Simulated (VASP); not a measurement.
# CuCl (F-43m) in VASP: notebook

CuCl is run at these levels: PBE, LDA; tasks: single point.

All numbers are computed with VASP 6.6.1; they aren't measurements. Logs are shortened: lines on timing, memory, paths and dates and some standing lists are left out, and cuts for length are marked.

## 1. The cell of the first run

The structure is cubic, space group F-43m (No. 216). The conventional cell has a = 5.358 Å, b = 5.358 Å, c = 5.358 Å, α = 90.00°, β = 90.00°, γ = 90.00°. Within 3.1 Å of Cu (site symmetry -43m) lie 4 Cl at 2.32 Å. Within 3.1 Å of Cl (site symmetry -43m) lie 4 Cu at 2.32 Å.

## 2. Single point, PBE

The input, INCAR:

```
SYSTEM = CuCl
PREC = Accurate
ENCUT = 600
EDIFF = 1E-6
ISMEAR = 0
SIGMA = 0.01
LREAL = .False.
LASPH = .True.
NELM = 120
ALGO = Normal
ISIF = 2
LWAVE = .False.
LCHARG = .True.
GGA = PE
LELF = .True.
LVHAR = .True.
NBANDS = 16
GGA_COMPAT = .False.
```

The input, KPOINTS:

```
Automatic mesh
0
Gamma
  4 4 4
  0 0 0
```

The input, POSCAR:

```
CuCl
1.0
    0.0000000000      2.6787561796      2.6787561796
    2.6787561796      0.0000000000      2.6787561796
    2.6787561796      2.6787561796      0.0000000000
Cu Cl
1 1
Direct
    0.0000000000      0.0000000000      0.0000000000
    0.2500000000      0.2500000000      0.2500000000
```

Potentials or basis: VASP PAW PBE potentials, release 64 (Cu, Cl).

On the command line:

```console
cat potpaw_PBE.64/Cu/POTCAR potpaw_PBE.64/Cl/POTCAR > POTCAR
mpirun -np 1 vasp_std > vasp.out
```

OUTCAR:

```text
SYSTEM = CuCl
   PREC = Accurate
   ENCUT = 600
   EDIFF = 1E-6
   ISMEAR = 0
   LREAL = .False.
   LASPH = .True.
   NELM = 120
   ISIF = 2
   GGA = PE

 ion  position               nearest neighbor table
   1  0.000  0.000  0.000-   2 2.32   2 2.32   2 2.32   2 2.32
   2  0.250  0.250  0.250-   1 2.32   1 2.32   1 2.32   1 2.32

  LATTYP: Found a face centered cubic cell.
 ALAT       =     5.3575123592

  Lattice vectors:

 A1 = (   0.0000000000,   2.6787561796,   2.6787561796)
 A2 = (   2.6787561796,   0.0000000000,   2.6787561796)
 A3 = (   2.6787561796,   2.6787561796,   0.0000000000)

Analysis of symmetry for initial positions (statically):
=====================================================================
 Subroutine PRICEL returns:
 Original cell was already a primitive cell.

 Routine SETGRP: Setting up the symmetry group for a
 face centered cubic supercell.

 Subroutine GETGRP returns: Found 24 space group operations
 (whereof 24 operations were pure point group operations)
 out of a pool of 48 trial point group operations.

The static configuration has the point symmetry T_d .

Analysis of symmetry for dynamics (positions and initial velocities):
=====================================================================
 Subroutine PRICEL returns:
 Original cell was already a primitive cell.

 Routine SETGRP: Setting up the symmetry group for a
 face centered cubic supercell.

 Subroutine GETGRP returns: Found 24 space group operations
 (whereof 24 operations were pure point group operations)
 out of a pool of 48 trial point group operations.

The dynamic configuration has the point symmetry T_d .

 Subroutine INISYM returns: Found 24 space group operations
 (whereof 24 operations are pure point group operations),
 and found     1 'primitive' translations

----------------------------------------------------------------------------------------

                                     Primitive cell

  volume of cell :      38.4441

  direct lattice vectors                    reciprocal lattice vectors
     0.000000000  2.678756180  2.678756180    -0.186653792  0.186653792  0.186653792
     2.678756180  0.000000000  2.678756180     0.186653792 -0.186653792  0.186653792
     2.678756180  2.678756180  0.000000000     0.186653792  0.186653792 -0.186653792

  length of vectors
     3.788333319  3.788333319  3.788333319     0.323293852  0.323293852  0.323293852

  position of ions in fractional coordinates (direct lattice)
     0.000000000  0.000000000  0.000000000
     0.250000000  0.250000000  0.250000000

  ion indices of the primitive-cell ions
   primitive index   ion index
                 1           1
                 2           2

----------------------------------------------------------------------------------------

 KPOINTS: Automatic mesh

Automatic generation of k-mesh.
 Grid dimensions read from file:
 generate k-points for:    4    4    4

 Generating k-lattice:

  Cartesian coordinates                     Fractional coordinates (reciprocal lattice)
    -0.046663448  0.046663448  0.046663448     0.250000000  0.000000000  0.000000000
     0.046663448 -0.046663448  0.046663448     0.000000000  0.250000000  0.000000000
     0.046663448  0.046663448 -0.046663448     0.000000000  0.000000000  0.250000000

  Length of vectors
     0.080823463  0.080823463  0.080823463

  Shift w.r.t. Gamma in fractional coordinates (k-lattice)
     0.000000000  0.000000000  0.000000000

 Subroutine IBZKPT returns following result:
 ===========================================

 Found      8 irreducible k-points:

 Following reciprocal coordinates:
            Coordinates               Weight
  0.000000  0.000000  0.000000      1.000000
  0.250000  0.000000  0.000000      8.000000
  0.500000  0.000000  0.000000      4.000000
  0.250000  0.250000  0.000000      6.000000
  0.500000  0.250000  0.000000     24.000000
 -0.250000  0.250000  0.000000     12.000000
  0.500000  0.500000  0.000000      3.000000
 -0.250000  0.500000  0.250000      6.000000
   k-points           NKPTS =      8   k-points in BZ     NKDIM =      8   number of bands    NBANDS=     16
   number of dos      NEDOS =    301   number of ions     NIONS =      2
   total plane-waves  NPLWV =  27000
   dimension x,y,z NGX =    30 NGY =   30 NGZ =   30
   dimension x,y,z NGXF=    60 NGYF=   60 NGZF=   60
   ions per type =               1   1
   NGX,Y,Z   is equivalent  to a cutoff of  13.17, 13.17, 13.17 a.u.
   NGXF,Y,Z  is equivalent  to a cutoff of  26.33, 26.33, 26.33 a.u.
 SYSTEM =  CuCl
   PREC   = accura    normal or accurate (medium, high low for compatibility)
   ISTART =      0    job   : 0-new  1-cont  2-samecut
   ICHARG =      2    charge: 1-file 2-atom 10-const
   ISPIN  =      1    spin polarized calculation?
   LNONCOLLINEAR =      F non collinear calculations
   LSORBIT =      F    spin-orbit coupling
   LASPH  =      T    aspherical Exc in radial PAW
   ENCUT  =  600.0 eV  44.10 Ry    6.64 a.u.   7.57  7.57  7.57*2*pi/ulx,y,z
   NELM   =    120;   NELMIN=  2; NELMDL= -5     # of ELM steps
   EDIFF  = 0.1E-05   stopping-criterion for ELM
   LREAL  =      F    real-space projection
   EDIFFG = 0.1E-04   stopping-criterion for IOM
   NSW    =      0    number of steps for IOM
   IBRION =     -1    ionic relax: 0-MD 1-quasi-New 2-CG
   NFREE  =      0    steps in history (QN), initial steepest desc. (CG)
   ISIF   =      2    stress and relaxation
   ISYM   =      2    0-nonsym 1-usesym 2-fastsym
   POTIM  = 0.5000    time-step for ionic-motion
   TEBEG  =    0.0;   TEEND  =   0.0 temperature during run
   PSTRESS=    0.0 pullay stress
   NELECT =      18.0000    total number of electrons
   NUPDOWN=      -1.0000    fix difference up-down
   EMIN   =  10.00;   EMAX   =-10.00  energy-range for DOS
   EFERMI =   0.00;   METHOD = LEGACY
   ISMEAR =     0;   SIGMA  =   0.01  broadening in eV -4-tet -1-fermi 0-gaus
   EFERMI_NEDOS =   21; number of points for ismear=-14 and -15
   IALGO  =     38    algorithm
   IMIX   =      4    mixing-type and parameters
     AMIX     =   0.40;   BMIX     =  1.00
     AMIX_MAG =   1.60;   BMIX_MAG =  1.00
  volume/ion in A,a.u.               =      19.22       129.72
  Fermi-wavevector in a.u.,A,eV,Ry     =   1.271225  2.402267 21.987197  1.616013
  Thomas-Fermi vector in A             =   2.404170
   LORBIT       =      0    0 simple, 1 ext, 2 COOP (PROOUT), +10 PAW based schemes
   GGA     = PE    functional components
   LHFCALC =     F    Hartree Fock is set to
   AEXX    =    0.0000 exact exchange contribution
   IVDW    =     0    specifies the selected vdW correction
   LEPSILON=     F    determine dielectric tensor
   LRPA    =     F    only Hartree local field effects (RPA)
 non-spin polarized calculation
 Gauss-broadening in eV      SIGMA  =   0.01
  energy-cutoff  :      600.00
  volume of cell :       38.44
 maximum number of plane-waves:      1299
   NGX = 15   NGY = 15   NGZ = 15

 number of electron      18.0000012 magnetization

 Free energy of the ion-electron system (eV)
  ---------------------------------------------------
  ext. energy  EPLUGINS =         0.00000000
  ---------------------------------------------------
  free energy    TOTEN  =        -6.31829836 eV

  energy without entropy =       -6.31829836  energy(sigma->0) =       -6.31829836

 E-fermi :   4.2563     XC(G=0):  -9.5575

 val. band max:        4.2041971353   @ k =   0.0000   0.0000   0.0000
 cond. band min:       4.8011923173   @ k =   0.0000   0.0000   0.0000
 fundamental gap:      0.5969951820
 Fermi energy:         4.2563460623

 k-point     1 :       0.0000    0.0000    0.0000
  band No.  band energies     occupation
      1     -12.9926      2.00000
      2      -0.8705      2.00000
      3      -0.8705      2.00000
      4      -0.8705      2.00000
      5       2.6215      2.00000
      6       2.6215      2.00000
      7       4.2042      2.00000
      8       4.2042      2.00000
      9       4.2042      2.00000
     10       4.8012      0.00000
     11      10.9434      0.00000
     12      10.9434      0.00000
     13      10.9434      0.00000
     14      15.9865      0.00000
     15      15.9865      0.00000
     16      17.1121      0.00000

 k-point     2 :       0.2500    0.0000    0.0000
  band No.  band energies     occupation
      1     -12.7610      2.00000
      2      -1.8258      2.00000
      3      -0.8550      2.00000
      4      -0.8550      2.00000
      5       2.6124      2.00000
      6       2.6124      2.00000
      7       3.3155      2.00000
      8       3.9316      2.00000
      9       3.9316      2.00000
     10       6.4846      0.00000
     11      10.2989      0.00000
     12      11.4646      0.00000
     13      11.4646      0.00000
     14      15.2112      0.00000
     15      15.2112      0.00000
     16      16.6268      0.00000

 k-point     3 :       0.5000    0.0000    0.0000
  band No.  band energies     occupation
      1     -12.5087      2.00000
      2      -2.6155      2.00000
      3      -0.8475      2.00000
      4      -0.8475      2.00000
      5       2.6973      2.00000
      6       2.6973      2.00000
      7       2.7557      2.00000
      8       3.6043      2.00000
      9       3.6043      2.00000
     10       7.1542      0.00000
     11      11.1276      0.00000
     12      11.3825      0.00000
     13      11.3825      0.00000
     14      16.2840      0.00000
     15      17.3444      0.00000
     16      17.3444      0.00000

 k-point     4 :       0.2500    0.2500    0.0000
  band No.  band energies     occupation
      1     -12.6850      2.00000
      2      -1.8729      2.00000
      3      -0.9345      2.00000
      4      -0.9345      2.00000
      5       2.4400      2.00000
      6       2.7205      2.00000
      7       3.5359      2.00000
      8       3.5622      2.00000
      9       3.5622      2.00000
     10       7.1035      0.00000
     11       9.2152      0.00000
     12      12.5174      0.00000
     13      12.5174      0.00000
     14      12.6927      0.00000
     15      16.4961      0.00000
     16      20.4032      0.00000

 k-point     5 :       0.5000    0.2500    0.0000
  band No.  band energies     occupation
      1     -12.4338      2.00000
      2      -2.3074      2.00000
      3      -1.3086      2.00000
      4      -0.9193      2.00000
      5       2.4725      2.00000
      6       2.7292      2.00000
      7       2.7728      2.00000
      8       3.3220      2.00000
      9       3.3286      2.00000
     10       8.2966      0.00000
     11       9.5035      0.00000
     12      11.6362      0.00000
     13      12.8222      0.00000
     14      15.0091      0.00000
     15      17.4468      0.00000
     16      18.5522      0.00000

 k-point     6 :      -0.2500    0.2500    0.0000
  band No.  band energies     occupation
      1     -12.5165      2.00000
      2      -2.1244      2.00000
      3      -1.3967      2.00000
      4      -0.8351      2.00000
      5       2.5634      2.00000
      6       2.6366      2.00000
      7       2.9737      2.00000
      8       3.1893      2.00000
      9       3.7177      2.00000
     10       8.2734      0.00000
     11      10.1319      0.00000
     12      10.7135      0.00000
     13      12.1640      0.00000
     14      14.7462      0.00000
     15      17.3899      0.00000
     16      18.2186      0.00000

 k-point     7 :       0.5000    0.5000    0.0000
  band No.  band energies     occupation
      1     -12.3534      2.00000
      2      -2.5624      2.00000
      3      -0.9898      2.00000
      4      -0.9898      2.00000
      5       2.4803      2.00000
      6       2.7391      2.00000
      7       2.8207      2.00000
      8       3.0282      2.00000
      9       3.0282      2.00000
     10       7.6195      0.00000
     11       8.7354      0.00000
     12      13.1285      0.00000
     13      15.3969      0.00000
     14      15.3969      0.00000
     15      17.2115      0.00000
     16      18.2433      0.00000

 k-point     8 :      -0.2500    0.5000    0.2500
  band No.  band energies     occupation
      1     -12.3504      2.00000
      2      -2.0124      2.00000
      3      -1.7254      2.00000
      4      -1.0738      2.00000
      5       2.4144      2.00000
      6       2.5250      2.00000
      7       2.8067      2.00000
      8       3.0187      2.00000
      9       3.3647      2.00000
     10       9.2758      0.00000
     11       9.5810      0.00000
     12      11.7090      0.00000
     13      12.0664      0.00000
     14      15.7792      0.00000
     15      18.0134      0.00000
     16      18.1061      0.00000

------------------------ aborting loop because EDIFF is reached ----------------------------------------

  FORCE on cell =-STRESS in cart. coord.  units (eV):
  Direction    XX          YY          ZZ          XY          YZ          ZX
  --------------------------------------------------------------------------------------
  -------------------------------------------------------------------------------------
  Total        0.5552341      0.5552341      0.5552341      0.0000000      0.0000000      0.0000000
  in kB       23.1396712     23.1396712     23.1396712      0.0000000      0.0000000      0.0000000
  external PRESSURE =      23.1396712 kB  Pullay stress =       0.0000000 kB

 VOLUME and BASIS-vectors are now :
 -----------------------------------------------------------------------------
  energy-cutoff  :      600.00
  volume of cell :       38.44
      direct lattice vectors                 reciprocal lattice vectors
     0.000000000  2.678756180  2.678756180    -0.186653792  0.186653792  0.186653792
     2.678756180  0.000000000  2.678756180     0.186653792 -0.186653792  0.186653792
     2.678756180  2.678756180  0.000000000     0.186653792  0.186653792 -0.186653792

 POSITION                                       TOTAL-FORCE (eV/Angst)
 -----------------------------------------------------------------------------------
      0.00000      0.00000      0.00000        -0.000000     -0.000000      0.000000
      1.33938      1.33938      1.33938         0.000000      0.000000     -0.000000
 -----------------------------------------------------------------------------------
    total drift:                               -0.000001     -0.000001     -0.000000

  FREE ENERGIE OF THE ION-ELECTRON SYSTEM (eV)
  ---------------------------------------------------
  free  energy   TOTEN  =        -6.3182983562 eV

  energy  without entropy=       -6.3182983562  energy(sigma->0) =       -6.31829836
```

Run time: 6.2 s. Hardware: 1 thread of AMD EPYC 9R45 (Zen 5), shared host; peak memory 0.13 GiB.

Results:

| Property | Result |
| --- | --- |
| Free energy | -6.3183 eV |
| Pressure | 2.3 GPa |
| Band gap on the k mesh | 0.60 eV, direct |

Caveat: the k points lie up to 0.51 Å⁻¹ apart.

## 3. Single point, LDA

The input, INCAR:

```
SYSTEM = CuCl
ALGO = Normal ; EDIFF = 1E-6
ENCUT = 600 ; GGA = CA
GGA_COMPAT = .False. ; ISIF = 2
ISMEAR = 0 ; LASPH = .True.
LCHARG = .False. ; LREAL = .False.
LWAVE = .False. ; NBANDS = 16
NELM = 120 ; PREC = Accurate
SIGMA = 0.01
```

The input, KPOINTS:

```
k-points
0
Gamma
  4 4 4
  0 0 0
```

POSCAR is that of step 2.

Potentials or basis: VASP PAW LDA potentials, release 64 (Cu, Cl).

On the command line:

```console
cat potpaw_LDA.64/Cu/POTCAR potpaw_LDA.64/Cl/POTCAR > POTCAR
mpirun -np 1 vasp_std > vasp.out
```

Wall time 4.7 s (1 thread of AMD EPYC 9R45 (Zen 5), shared host); peak memory 0.11 GiB.

It converged, with:

```
Free energy            : -7.7394 eV
Pressure               : -4.7 GPa
Band gap on the k mesh : 0.47 eV, direct
```

Levels at points of the mesh, in eV from the valence-band top:
```tsv
k point	band 7	band 8	band 9	band 10	band 11	band 12
(0.00, 0.00, 0.00)	0.00	0.00	0.00	0.47	6.69	6.69
(0.50, 0.00, 0.00)	-1.52	-0.62	-0.62	2.84	6.81	7.14
(0.50, 0.50, 0.00)	-1.45	-1.23	-1.23	3.31	4.47	8.75
```

Caveat: the k points lie up to 0.51 Å⁻¹ apart.
